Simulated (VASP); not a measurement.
Runs of VASP 6.6.1 on Zr. The structure is that of space group Pm-3m (No. 221), or close to it. The cells are those of the table. 

```tsv
cell	k mesh	gap on the mesh (eV)	pressure (GPa)
a = 2.745 Å, 1 atom	12 × 12 × 12	none	12.1
a = 2.864 Å, 1 atom	18 × 18 × 18	none	0.4
a = 2.975 Å, 1 atom	12 × 12 × 12	none	-6.4
a = 2.826 Å, 1 atom	12 × 12 × 12	none	(a)
a = 2.864 Å, 1 atom	12 × 12 × 12	none	0.4
a = 2.939 Å, 1 atom	12 × 12 × 12	none	-4.5
a = 2.786 Å, 1 atom	12 × 12 × 12	none	7.4
a = 2.902 Å, 1 atom	12 × 12 × 12	none	(b)
```

Alike in all rows: task single point; level PBEsol; potentials or basis VASP PAW PBE potentials, release 64 (Zr_sv); no spin polarisation; cutoff (eV) 520; smearing fermi-dirac 0.1 eV.

Question: Estimate the missing entries.

Answer: (a) 3.6; (b) -2.3.

Caveats: the PAW data sets were made with another functional, which shifts forces and pressure a little.

A k mesh can miss the band edges, and the runs leave out spin-orbit coupling on Zr.

A gap of «none» marks levels without a gap at the run's occupations.
